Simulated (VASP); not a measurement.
Zn2Ga: relaxation of cell and atoms with PBE

The system is Zn2Ga.

```xyz
3
Lattice="-1.9434 1.9434 3.1874 1.9434 -1.9434 3.1874 1.9434 1.9434 -3.1874" Properties=species:S:1:pos:R:3 pbc="T T T"
Zn    0.0000    0.0000    3.7803
Zn    0.0000    0.0000    2.5945
Ga    0.0000    0.0000    0.0000
```

| Item | Value |
| --- | --- |
| Program | VASP 6.6.1 |
| Task | relaxation of cell and atoms |
| Functional | PBE |
| Potentials or basis | VASP PAW PBE potentials, release 64 (Zn, Ga_d) |
| Cutoff | 600 eV |
| k mesh | 6 × 6 × 6 |
| Occupations | gaussian, width 0.1 eV |
| Spin | no spin polarisation |
| Dipole correction | no |
| Further INCAR settings | ALGO = Fast; EDIFF = 1e-06; IBRION = 2; EDIFFG = -0.04; NSW = 90; ISIF = 3 |

```yaml
Relaxed_volume: 16.77 Å³/atom
Relaxed_cell: a = 4.584 Å, b = 4.584 Å, c = 4.584 Å, α = 133.17°, β = 133.17°, γ = 68.39°
Space_group_after_relaxing_to_0.1_Å: I4/mmm (No. 139)
Pressure_after_relaxing: 0.1 GPa
Largest_force_after_relaxing: 0.028 eV/Å
Band_gap_on_the_k_mesh: zero (an odd number of electrons rules out a gap without spin polarisation)
```

Forces on the atoms (eV/Å):
```
Zn   0.000  0.000 -0.028
Zn   0.000  0.000  0.028
Ga   0.000  0.000  0.000
```

Final structure:
```cif
data_structure
_symmetry_space_group_name_H-M 'P 1'
_symmetry_Int_Tables_number 1
_cell_length_a 4.5836
_cell_length_b 4.5836
_cell_length_c 4.5836
_cell_angle_alpha 133.170
_cell_angle_beta 133.170
_cell_angle_gamma 68.387
_cell_volume 50.32
loop_
_atom_site_label
_atom_site_type_symbol
_atom_site_fract_x
_atom_site_fract_y
_atom_site_fract_z
_atom_site_occupancy
Zn1 Zn 0.66540 0.66540 0.00000 1
Zn2 Zn 0.33460 0.33460 0.00000 1
Ga1 Ga 0.00000 0.00000 0.00000 1
```

Levels at points of the mesh, in eV from the Fermi level:
```
           k point  band 14  band 15  band 16  band 17  band 18  band 19  band 20  band 21  band 22
(0.00, 0.00, 0.00)    -7.40    -7.37    -7.18     0.63     0.65     2.64     3.03     3.03     3.97
(0.50, 0.00, 0.00)    -7.26    -7.15    -6.82    -6.02    -2.10    -0.20     4.00     4.85     5.74
(0.50, 0.50, 0.00)    -7.25    -7.23    -4.56    -3.99    -2.64    -1.90    -0.93    -0.40     5.84
(0.50, 0.50, 0.50)    -7.22    -7.22    -7.22    -6.78     0.25     0.25     1.18     5.17    10.05
```

It took 12 min on 1 thread of Intel(R) Xeon(R) 6975P-C (Granite Rapids), with other jobs on the host, peak memory 0.24 GiB.
